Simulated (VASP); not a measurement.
# Al (a cell with a defect) in VASP: notebook

Al (a cell with a defect) is run at these levels: PBEsol; tasks: single point.

All numbers are computed with VASP 6.6.1; they aren't measurements. Logs are shortened: lines on timing, memory, paths and dates and some standing lists are left out, and cuts for length are marked.

### 1 The cell of the first run

The cell holds a defect, 19 atoms: a = 7.512 Å, b = 7.512 Å, c = 7.512 Å, α = 106.60°, β = 106.60°, γ = 115.38°.

### 2 Single point, PBEsol

File INCAR:

```
SYSTEM = Al
ALGO = Normal ; EDIFF = 1E-6
ENCUT = 520 ; GGA = PS
ISIF = 2 ; ISMEAR = 0
LASPH = .True. ; LCHARG = .True.
LELF = .True. ; LREAL = Auto
LVHAR = .True. ; LWAVE = .False.
NBANDS = 44 ; NELM = 60
PREC = Accurate ; SIGMA = 0.1
```

File KPOINTS:

```
k-points
0
Gamma
  4 4 4
  0 0 0
```

File POSCAR:

```
Al
1.0
    6.0233342682      2.0077780894      4.0155561788
   -6.0233342682     -2.0077780894      4.0155561788
    2.0077780894     -6.0233342682     -4.0155561788
Al
19
Direct
    0.1000000000      0.2000000000      0.8000000000
    0.6000000000      0.2000000000      0.8000000000
    0.1000000000      0.7000000000      0.8000000000
    0.2134217084      0.4169692650      0.5914896183
    0.3059072274      0.1060724795      0.4045658916
    0.5490275297      0.8558918850      0.9049194147
    0.6509724703      0.5441081150      0.6950805853
    0.7608717703      0.2475408107      0.5084125810
   -0.0134217084     -0.0169692650      0.0085103817
    0.2414832781      0.7627906854      0.5042739635
    0.3288712646      0.4436086371      0.2724799016
    0.4391282297      0.1524591893      0.0915874190
    0.6745203533      0.8780679099      0.5914896183
    0.7984934121      0.5986586642      0.4045658916
    0.8940927726      0.2939275205      0.1954341084
    0.4015065879      0.8013413358      0.1954341084
    0.5254796467      0.5219320901      1.0085103817
    0.8711287354      0.9563913629      0.3275200984
    0.9585167219      0.6372093146      0.0957260365
```

Potentials or basis: VASP PAW PBE potentials, release 64 (Al).

Started as:

```sh
$ cat potpaw_PBE.64/Al/POTCAR > POTCAR
$ mpirun -np 1 vasp_std > vasp.out
```

OUTCAR:

```text
SYSTEM = Al
   EDIFF = 1E-6
   ENCUT = 520
   GGA = PS
   ISIF = 2
   ISMEAR = 0
   LASPH = .True.
   LREAL = Auto
   NELM = 60
   PREC = Accurate

 ion  position               nearest neighbor table
   1  0.100  0.200  0.800-   4 2.62  17 2.62   9 2.62  13 2.62  18 3.00  11 3.00   8 3.07  12 3.07

   2  0.600  0.200  0.800-  19 2.79  10 2.79   5 2.81  15 2.81   7 2.82   6 2.82   8 2.82  12 2.82
                            13 2.85  17 2.85
   3  0.100  0.700  0.800-  10 2.79  19 2.79  14 2.81  16 2.81   6 2.82   7 2.82  12 2.82   8 2.82
                             4 2.85   9 2.85
   4  0.213  0.417  0.591-   1 2.62   7 2.78  10 2.79   6 2.80  11 2.80  15 2.81   5 2.83  18 2.84
                             3 2.85   8 2.86  17 2.96
   5  0.306  0.106  0.405-   7 2.77  18 2.77  10 2.77   9 2.81   2 2.81   4 2.83  12 2.86  16 2.87
                             8 2.88  19 2.93  11 2.93
   6  0.549  0.856  0.905-  15 2.77  16 2.77  17 2.78   9 2.78  13 2.80   4 2.80   3 2.82   2 2.82
                            12 2.84  10 2.89   7 2.95  18 3.03
   7  0.651  0.544  0.695-   5 2.77  14 2.77  13 2.78   4 2.78   9 2.80  17 2.80   2 2.82   3 2.82
                             8 2.84  19 2.89   6 2.95  11 3.03
   8  0.761  0.248  0.508-  18 2.80   2 2.82   3 2.82   7 2.84  15 2.86  16 2.86   4 2.86  13 2.86
                            14 2.88   5 2.88  12 3.01   1 3.07
   9  0.987  0.983  0.009-   1 2.62   6 2.78  19 2.79   7 2.80  18 2.80   5 2.81  15 2.83  11 2.84
[... 7 lines left out ...]
  13  0.675  0.878  0.591-   1 2.62   7 2.78  10 2.79   6 2.80  11 2.80  16 2.81  14 2.83  18 2.84
                             2 2.85   8 2.86   9 2.96
  14  0.798  0.599  0.405-   7 2.77  18 2.77  10 2.77  17 2.81   3 2.81  13 2.83  12 2.86  15 2.87
                             8 2.88  19 2.93  11 2.93
  15  0.894  0.294  0.195-   6 2.77  11 2.77  19 2.77   4 2.81   2 2.81   9 2.83   8 2.86  14 2.87
                            12 2.88  10 2.93  18 2.93
  16  0.402  0.801  0.195-   6 2.77  11 2.77  19 2.77  13 2.81   3 2.81  17 2.83   8 2.86   5 2.87
                            12 2.88  10 2.93  18 2.93
  17  0.525  0.522  0.009-   1 2.62   6 2.78  19 2.79   7 2.80  18 2.80  14 2.81  16 2.83  11 2.84
                             2 2.85  12 2.86   4 2.96
  18  0.871  0.956  0.328-  14 2.77   5 2.77   8 2.80  17 2.80   9 2.80  13 2.84   4 2.84  16 2.93
                            15 2.93  19 2.97   1 3.00   6 3.03
  19  0.959  0.637  0.096-  15 2.77  16 2.77  10 2.78   9 2.79  17 2.79   2 2.79   3 2.79   7 2.89
                            14 2.93   5 2.93  18 2.97

  LATTYP: Found a body centered tetragonal cell.
 ALAT       =     8.9790565833
 C/A-ratio  =     0.8944271910

  Lattice vectors:

 A1 = (   6.0233342682,   2.0077780894,   4.0155561788)
 A2 = (  -6.0233342682,  -2.0077780894,   4.0155561788)
 A3 = (   2.0077780894,  -6.0233342682,  -4.0155561788)

Analysis of symmetry for initial positions (statically):
=====================================================================
 Subroutine PRICEL returns:
 Original cell was already a primitive cell.

 Routine SETGRP: Setting up the symmetry group for a
 body centered tetragonal supercell.

 Subroutine GETGRP returns: Found  4 space group operations
 (whereof  1 operations were pure point group operations)
 out of a pool of 16 trial point group operations.

The static configuration has the point symmetry C_1 .
 The point group associated with its full space group is C_2h.

Analysis of symmetry for dynamics (positions and initial velocities):
=====================================================================
 Subroutine PRICEL returns:
 Original cell was already a primitive cell.

 Routine SETGRP: Setting up the symmetry group for a
 body centered tetragonal supercell.

 Subroutine GETGRP returns: Found  4 space group operations
 (whereof  1 operations were pure point group operations)
 out of a pool of 16 trial point group operations.

The dynamic configuration has the point symmetry C_1 .
 The point group associated with its full space group is C_2h.

 Subroutine INISYM returns: Found  4 space group operations
 (whereof  1 operations are pure point group operations),
 and found     1 'primitive' translations

----------------------------------------------------------------------------------------

                                     Primitive cell

  volume of cell :     323.7480

  direct lattice vectors                    reciprocal lattice vectors
     6.023334268  2.007778089  4.015556179     0.099612602 -0.049806301  0.124515753
[... 55 lines left out ...]
 generate k-points for:    4    4    4

 Generating k-lattice:

  Cartesian coordinates                     Fractional coordinates (reciprocal lattice)
     0.024903151 -0.012451575  0.031128938     0.250000000  0.000000000  0.000000000
    -0.012451575 -0.024903151  0.031128938     0.000000000  0.250000000 -0.000000000
     0.012451575 -0.037354726  0.000000000     0.000000000  0.000000000  0.250000000

  Length of vectors
     0.041763853  0.041763853  0.039375338

  Shift w.r.t. Gamma in fractional coordinates (k-lattice)
     0.000000000  0.000000000  0.000000000

 Subroutine IBZKPT returns following result:
 ===========================================

 Found     24 irreducible k-points:

 Following reciprocal coordinates:
            Coordinates               Weight
  0.000000  0.000000  0.000000      1.000000
  0.250000 -0.000000 -0.000000      4.000000
  0.250000  0.000000 -0.250000      4.000000
  0.500000 -0.000000 -0.000000      2.000000
  0.500000  0.000000  0.500000      2.000000
  0.250000  0.250000  0.000000      4.000000
[... 16 lines left out ...]
 -0.250000 -0.250000  0.250000      2.000000
  0.500000  0.500000  0.500000      1.000000
   k-points           NKPTS =     24   k-points in BZ     NKDIM =     24   number of bands    NBANDS=     44
   number of dos      NEDOS =    301   number of ions     NIONS =     19
   total plane-waves  NPLWV = 175616
   dimension x,y,z NGX =    56 NGY =   56 NGZ =   56
   dimension x,y,z NGXF=   112 NGYF=  112 NGZF=  112
   ions per type =              19
   NGX,Y,Z   is equivalent  to a cutoff of  12.39, 12.39, 12.39 a.u.
   NGXF,Y,Z  is equivalent  to a cutoff of  24.79, 24.79, 24.79 a.u.
 SYSTEM =  Al
   PREC   = accura    normal or accurate (medium, high low for compatibility)
   ISTART =      0    job   : 0-new  1-cont  2-samecut
   ICHARG =      2    charge: 1-file 2-atom 10-const
   ISPIN  =      1    spin polarized calculation?
   LNONCOLLINEAR =      F non collinear calculations
   LSORBIT =      F    spin-orbit coupling
   LASPH  =      T    aspherical Exc in radial PAW
   ENCUT  =  520.0 eV  38.22 Ry    6.18 a.u.  13.97 13.97 13.97*2*pi/ulx,y,z
   NELM   =     60;   NELMIN=  2; NELMDL= -5     # of ELM steps
   EDIFF  = 0.1E-05   stopping-criterion for ELM
   LREAL  =      T    real-space projection
   EDIFFG = 0.1E-04   stopping-criterion for IOM
   NSW    =      0    number of steps for IOM
   IBRION =     -1    ionic relax: 0-MD 1-quasi-New 2-CG
   NFREE  =      0    steps in history (QN), initial steepest desc. (CG)
   ISIF   =      2    stress and relaxation
   ISYM   =      2    0-nonsym 1-usesym 2-fastsym
   POTIM  = 0.5000    time-step for ionic-motion
   TEBEG  =    0.0;   TEEND  =   0.0 temperature during run
   PSTRESS=    0.0 pullay stress
   NELECT =      57.0000    total number of electrons
   NUPDOWN=      -1.0000    fix difference up-down
   EMIN   =  10.00;   EMAX   =-10.00  energy-range for DOS
   EFERMI =   0.00;   METHOD = LEGACY
   ISMEAR =     0;   SIGMA  =   0.10  broadening in eV -4-tet -1-fermi 0-gaus
   EFERMI_NEDOS =   21; number of points for ismear=-14 and -15
   IALGO  =     38    algorithm
   IMIX   =      4    mixing-type and parameters
     AMIX     =   0.40;   BMIX     =  1.00
     AMIX_MAG =   1.60;   BMIX_MAG =  1.00
  volume/ion in A,a.u.               =      17.04       114.99
  Fermi-wavevector in a.u.,A,eV,Ry     =   0.917552  1.733922 11.454771  0.841902
  Thomas-Fermi vector in A             =   2.042534
   LORBIT       =      0    0 simple, 1 ext, 2 COOP (PROOUT), +10 PAW based schemes
   GGA     = PS    functional components
   LHFCALC =     F    Hartree Fock is set to
   AEXX    =    0.0000 exact exchange contribution
   IVDW    =     0    specifies the selected vdW correction
   LEPSILON=     F    determine dielectric tensor
   LRPA    =     F    only Hartree local field effects (RPA)
 non-spin polarized calculation
 Gauss-broadening in eV      SIGMA  =   0.10
  energy-cutoff  :      520.00
  volume of cell :      323.75
 maximum number of plane-waves:      8732
   NGX = 27   NGY = 27   NGZ = 27

 number of electron      57.0000000 magnetization

 Free energy of the ion-electron system (eV)
  ---------------------------------------------------
  ext. energy  EPLUGINS =         0.00000000
  ---------------------------------------------------
  free energy    TOTEN  =       -76.30846326 eV

  energy without entropy =      -76.26862897  energy(sigma->0) =      -76.28854612

 E-fermi :   7.5026     XC(G=0): -10.1078

 val. band max:        7.4903242091   @ k =   0.2500   0.0000  -0.2500
 cond. band min:       7.5143142729   @ k =   0.0000   0.0000   0.0000
 fundamental gap:      0.0239900639
 Fermi energy:         7.5026186214

 k-point     1 :       0.0000    0.0000    0.0000
  band No.  band energies     occupation
      1      -3.4110      2.00000
      2      -0.0441      2.00000
      3       0.0612      2.00000
      4       0.1238      2.00000
      5       0.1852      2.00000
      6       0.4117      2.00000
[... 1021 lines left out ...]
     39      12.3043      0.00000
     40      12.3208      0.00000
 [bands above 40 left out]

------------------------ aborting loop because EDIFF is reached ----------------------------------------

  FORCE on cell =-STRESS in cart. coord.  units (eV):
  Direction    XX          YY          ZZ          XY          YZ          ZX
  --------------------------------------------------------------------------------------
  -------------------------------------------------------------------------------------
  Total       -1.9207472     -3.1058085      2.9196667     -1.0464092      0.0000000     -0.0000000
  in kB       -9.5054715    -15.3701509     14.4489649     -5.1785120      0.0000000     -0.0000000
  external PRESSURE =      -3.4755525 kB  Pullay stress =       0.0000000 kB

 VOLUME and BASIS-vectors are now :
 -----------------------------------------------------------------------------
  energy-cutoff  :      520.00
  volume of cell :      323.75
      direct lattice vectors                 reciprocal lattice vectors
     6.023334268  2.007778089  4.015556179     0.099612602 -0.049806301  0.124515753
    -6.023334268 -2.007778089  4.015556179    -0.049806301 -0.099612602  0.124515753
     2.007778089 -6.023334268 -4.015556179     0.049806301 -0.149418903  0.000000000

 POSITION                                       TOTAL-FORCE (eV/Angst)
 -----------------------------------------------------------------------------------
      1.00389     -5.01945     -2.00778         0.000000      0.000000     -0.000000
      4.01556     -4.01556      0.00000         0.000000      0.000000     -0.000000
     -2.00778     -6.02333      0.00000         0.000000      0.000000     -0.000000
     -0.03846     -3.97142      0.15621         0.003792     -0.000111      0.002167
      2.01595     -2.03561      0.02977         0.004215      0.002164     -0.002466
     -0.03147     -6.06675      2.00778        -0.004003     -0.000593     -0.000000
[... 11 lines left out ...]
      0.14402     -2.14395      6.02333        -0.000502      0.001087     -0.000000
      2.12754      0.06852      6.02333        -0.000320     -0.003694      0.000000
 -----------------------------------------------------------------------------------
    total drift:                               -0.000001     -0.000003     -0.000000

  FREE ENERGIE OF THE ION-ELECTRON SYSTEM (eV)
  ---------------------------------------------------
  free  energy   TOTEN  =       -76.3084632565 eV

  energy  without entropy=      -76.2686289749  energy(sigma->0) =      -76.28854612
```

Wall time 7.7 min (1 thread of Intel Xeon Platinum 8259CL at 2.50GHz (Skylake/Cascade Lake), shared host); peak memory 0.5 GiB.

What came out:

| Quantity | Value |
| --- | --- |
| Free energy | -76.3085 eV |
| Pressure | -0.3 GPa |
| Largest force | 0.005 eV/Å |

Forces in eV/Å, atoms in the order of the input:
```
Al   0.000  0.000  0.000
Al   0.000  0.000  0.000
Al   0.000  0.000  0.000
Al   0.004  0.000  0.002
Al   0.004  0.002 -0.002
Al  -0.004 -0.001  0.000
Al   0.004  0.001  0.000
Al   0.000 -0.002  0.000
Al  -0.004  0.000 -0.002
Al   0.000  0.004  0.000
Al   0.001 -0.001  0.000
Al   0.000  0.002  0.000
Al   0.004  0.000 -0.002
Al   0.004  0.002  0.002
Al  -0.004 -0.002  0.002
Al  -0.004 -0.002 -0.002
Al  -0.004  0.000  0.002
Al  -0.001  0.001  0.000
Al   0.000 -0.004  0.000
```

Levels at points of the mesh, in eV from the Fermi level:
```csv
k point,band 25,band 26,band 27,band 28,band 29,band 30,band 31,band 32
"(0.00, 0.00, 0.00)",-0.06,-0.05,0.01,0.09,0.20,0.26,0.29,0.44
"(0.50, 0.00, 0.00)",-0.43,-0.37,-0.15,-0.03,0.17,0.27,0.84,0.95
"(0.50, 0.00, 0.50)",-0.46,-0.29,-0.18,0.01,0.24,0.31,0.90,0.91
"(0.50, 0.50, 0.00)",-0.82,-0.61,-0.48,-0.14,0.58,0.74,0.89,0.91
"(0.00, 0.00, 0.50)",-0.68,-0.61,-0.43,-0.09,0.53,0.63,0.86,1.00
"(0.50, 0.50, 0.50)",-1.63,-1.49,-1.40,-1.23,-1.14,-1.13,-0.81,-0.54
```

Caveat: the PAW data sets were made with another functional, which shifts forces and pressure a little.

### 3 Single point, PBEsol

File INCAR:

```
SYSTEM = Al
PREC = Accurate ; ENCUT = 520
EDIFF = 1E-6 ; ISMEAR = 0
SIGMA = 0.1 ; LREAL = Auto
LASPH = .TRUE. ; NELM = 80
ALGO = Normal ; ISIF = 2
LWAVE = .FALSE. ; LCHARG = .FALSE.
GGA = PS ; NBANDS = 44
```

File KPOINTS:

```
regular mesh
0
G
  4 4 4
  0 0 0
```

File POSCAR:

```
Al
1.0
    6.0233342682      2.0077780894      4.0155561788
   -6.0233342682     -2.0077780894      4.0155561788
    2.0077780894     -6.0233342682     -4.0155561788
Al
19
Direct
    0.0999999850      0.2000000272      0.8000000123
    0.6000000509      0.2000000192      0.8000000119
    0.0999999927      0.6999999610      0.8000000119
    0.1967346657      0.3953911635      0.6029574026
    0.2979638782      0.0987708066      0.4021504425
    0.5509423508      0.8510676165      0.9020099674
    0.6490576560      0.5489323752      0.6979900312
    0.7505127472      0.2482010689      0.4987138161
    0.0032653224      0.0046088683     -0.0029573827
    0.2496637047      0.7523974147      0.5020611194
    0.3474772855      0.4516736653      0.2991509508
    0.4494872733      0.1517989543      0.1012862275
    0.7075662391      0.9062227369      0.6029574026
    0.8033796359      0.6041865642      0.4021504425
    0.9020361410      0.3012292007      0.1978495258
    0.3966203251      0.7958133848      0.1978495258
    0.4924337490      0.4937772948      0.9970426173
    0.8525226955      0.9483263265      0.3008490220
    0.9503363020      0.6476025512      0.0979388532
```

Potentials or basis: VASP PAW PBE potentials, release 64 (Al).

Started as:

```sh
$ cat potpaw_PBE.64/Al/POTCAR > POTCAR
$ mpirun -np 1 vasp_std > vasp.out
```

Run time: 7.4 min. Hardware: 1 thread of Intel Xeon Platinum 8259CL at 2.50GHz (Skylake/Cascade Lake), shared host; peak memory 0.5 GiB.

Results (log left out):

```
Free energy   : -75.7022 eV
Pressure      : 0.6 GPa
Largest force : 1.500 eV/Å
```

Forces on the atoms (eV/Å):
```
Al   0.000  0.000  0.000
Al   0.000  0.000  0.000
Al   0.000  0.000  0.000
Al  -0.563  0.596  1.257
Al  -0.015 -0.099 -0.059
Al  -0.047  0.001  0.000
Al   0.047 -0.001  0.000
Al   0.127 -0.155  0.000
Al   0.563 -0.596 -1.257
Al  -0.026 -0.082  0.000
Al  -0.152  0.069  0.000
Al  -0.127  0.155  0.000
Al  -0.563  0.596 -1.257
Al  -0.015 -0.099  0.059
Al   0.015  0.099  0.059
Al   0.015  0.099 -0.059
Al   0.563 -0.596  1.257
Al   0.152 -0.069  0.000
Al   0.026  0.082  0.000
```

Stress tensor (GPa, compression positive):
```
-0.39 -1.29  0.00
-1.29 -1.32  0.00
 0.00  0.00  3.46
```

Levels at points of the mesh, in eV from the Fermi level:
```csv
k point,band 25,band 26,band 27,band 28,band 29,band 30,band 31,band 32
"(0.00, 0.00, 0.00)",-0.11,0.00,0.06,0.11,0.21,0.26,0.36,0.43
"(0.50, 0.00, 0.00)",-0.65,-0.36,-0.09,-0.03,0.16,0.30,0.87,0.98
"(0.50, 0.00, 0.50)",-0.31,-0.27,-0.14,-0.11,0.19,0.32,0.94,1.01
"(0.50, 0.50, 0.00)",-0.81,-0.64,-0.53,-0.05,0.52,0.67,0.97,1.00
"(0.00, 0.00, 0.50)",-0.67,-0.63,-0.40,-0.10,0.49,0.59,0.90,1.07
"(0.50, 0.50, 0.50)",-1.63,-1.44,-1.43,-1.18,-1.10,-1.08,-0.74,-0.67
```

Caveat: the PAW data sets were made with another functional, which shifts forces and pressure a little.
